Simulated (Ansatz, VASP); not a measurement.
**Zr2B: VASP beside Ansatz**

INCAR

```
ALGO     = Fast           # electronic algorithm
EDIFF    = 1E-6           # SCF threshold, eV
ENCUT    = 520            # plane-wave cutoff, eV
GGA      = PE             # functional
ISIF     = 2              # what is computed and relaxed
ISMEAR   = 0              # smearing method
ISPIN    = 2              # spin polarisation
LASPH    = T              # aspherical terms in the spheres
LCHARG   = F              # write CHGCAR
LMAXMIX  = 4              # l up to which the mixer works
LORBIT   = 11             # projections on sites
LREAL    = F              # projectors in reciprocal space
LWAVE    = F              # write WAVECAR
MAGMOM   = 1 1 0          # initial moments
NBANDS   = 24             # bands
NELM     = 150            # most SCF steps
PREC     = Accurate       # precision mode
SIGMA    = 0.1            # smearing width, eV
```

Contents of KPOINTS:

```
k-points
0
Gamma
  6 6 6
```

Contents of POSCAR:

```
Zr2B
1.0
    0.0000000000      3.0498837083      3.0498837083
    3.0498837083      0.0000000000      3.0498837083
    3.0498837083      3.0498837083      0.0000000000
Zr B
2 1
Direct
    0.7500000000      0.7500000000      0.7500000000
    0.0000000000      0.0000000000      0.0000000000
    0.2500000000      0.2500000000      0.2500000000
```

Input for Ansatz:

```yaml
crystal:
  lattice:
    - [0.0, 3.0498837083, 3.0498837083]
    - [3.0498837083, 0.0, 3.0498837083]
    - [3.0498837083, 3.0498837083, 0.0]
  atoms:
    - { symbol: Zr, position: [0.75, 0.75, 0.75], spin: 1.0 }
    - { symbol: Zr, position: [0.0, 0.0, 0.0], spin: 1.0 }
    - { symbol: B, position: [0.25, 0.25, 0.25] }
basis:
  ecutwfc: 420
kpoints:
  mp_grid: { grid: [6, 6, 6] }
hamiltonian:
  xc: pbe
scf:
  occupations: { method: gaussian, width: 0.1 }
  lower_state_search: "off"
output:
  forces: true
  stress: true
  eigenvalues: true
  populations: true
magnetization:
  spin_polarized: true
```

Alike in both runs: task single point; functional PBE; k mesh 6 × 6 × 6; occupations gaussian, width 0.1 eV; collinear spin.

```csv
,VASP,Ansatz
version,VASP 6.6.1,Ansatz 0.2.0
potentials or method,"VASP PAW PBE potentials, release 64 (Zr_sv, B), cutoff 520 eV","scalar-relativistic, plane waves, PAW"
valence electrons in the cell,27,27
```

|  | VASP | Ansatz | Ansatz less VASP |
| --- | --- | --- | --- |
| gap on the k mesh at the Fermi level (eV) | none | none | - |
| pressure (GPa) | 3.9 | 3.7 | -0.19 |
| net moment per atom (μB) | 0.69 | 0.69 | -0.007 |
| size of the moment on the site where the two differ most (μB) | 0.96 | 0.75 | -0.212 |

Site moments also hang on the region over which each program counts them. A gap of «none» marks a metal or a gap that the smearing closes.
